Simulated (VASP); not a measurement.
A run of VASP 6.6.1 is set up as follows.

The input INCAR:

```
PREC = Accurate
ENCUT = 520
EDIFF = 1E-6
ISMEAR = 0
SIGMA = 0.15
LREAL = False
LASPH = True
NELM = 100
ALGO = Normal
ISIF = 2
LWAVE = False
LCHARG = False
GGA = PE
NBANDS = 18
```

File KPOINTS:

```
Automatic mesh
0
Gamma
  18 18 18
```

File POSCAR:

```
Si2W
1.0
   -1.5501914337      1.5501914337      4.2675219978
    1.5501914337     -1.5501914337      4.2675219978
    1.5501914337      1.5501914337     -4.2675219978
Si W
2 1
Direct
    0.3133835313      0.3133835313      0.0000000000
    0.6866164687      0.6866164687      0.0000000000
    0.0000000000      0.0000000000      0.0000000000
```

Potentials or basis: VASP PAW PBE potentials, release 64 (Si, W_sv).

The run is started by

```bash
$ cat potpaw_PBE.64/Si/POTCAR potpaw_PBE.64/W_sv/POTCAR > POTCAR
$ mpirun -np 1 vasp_std > vasp.out
```

**Question.** What does it give for the pressure?

**Answer.** 0.2 GPa.

**Question.** What does it give for the band gap on the k mesh?

**Answer.** Zero (band 11 reaches 13.49 eV, above the bottom of band 12 at 10.89 eV).

**Question.** What does it give for the largest force?

**Answer.** 2.268 eV/Å.

Forces on the atoms (eV/Å):
```
Si   0.000  0.000  2.268
Si   0.000  0.000 -2.268
W    0.000  0.000  0.000
```

Caveat: spin-orbit coupling is left out, which moves the levels of the heavy elements; forces of over 1 eV/Å act on the atoms, so gaps and moduli don't describe the material at rest.
